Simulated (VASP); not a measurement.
# Rb: single point with LDA

Crystal: Rb.

```
CELL_PARAMETERS angstrom
-2.68596 2.68596 2.68596
2.68596 -2.68596 2.68596
2.68596 2.68596 -2.68596
ATOMIC_POSITIONS crystal
Rb 0.00000 0.00000 0.00000
```

```json
{
 "Program": "VASP 6.6.1",
 "Task": "single point",
 "Functional": "LDA",
 "Potentials or basis": "VASP PAW LDA potentials, release 64 (Rb_sv)",
 "Cutoff": "520 eV",
 "k mesh": "12 × 12 × 12",
 "Occupations": "fermi-dirac, width 0.1 eV",
 "Spin": "no spin polarisation"
}
```

```yaml
Pressure: 0.0 GPa
Band_gap_on_the_k_mesh: zero (an odd number of electrons rules out a gap without spin polarisation)
```

Levels at points of the mesh, in eV from the Fermi level:
| k point | band 1 | band 2 | band 3 | band 4 | band 5 | band 6 | band 7 | band 8 |
| --- | --- | --- | --- | --- | --- | --- | --- | --- |
| (0.00, 0.00, 0.00) | -28.71 | -12.79 | -12.79 | -12.79 | -2.20 | 3.73 | 3.73 | 3.73 |
| (0.50, 0.00, 0.00) | -28.70 | -12.96 | -12.84 | -12.79 | 0.16 | 0.98 | 2.55 | 4.50 |
| (0.50, 0.50, 0.50) | -28.69 | -12.91 | -12.91 | -12.91 | 1.16 | 1.16 | 3.70 | 3.70 |

It took 55 s on 1 thread of AMD EPYC 7R13, on a shared host, peak memory 0.17 GiB.
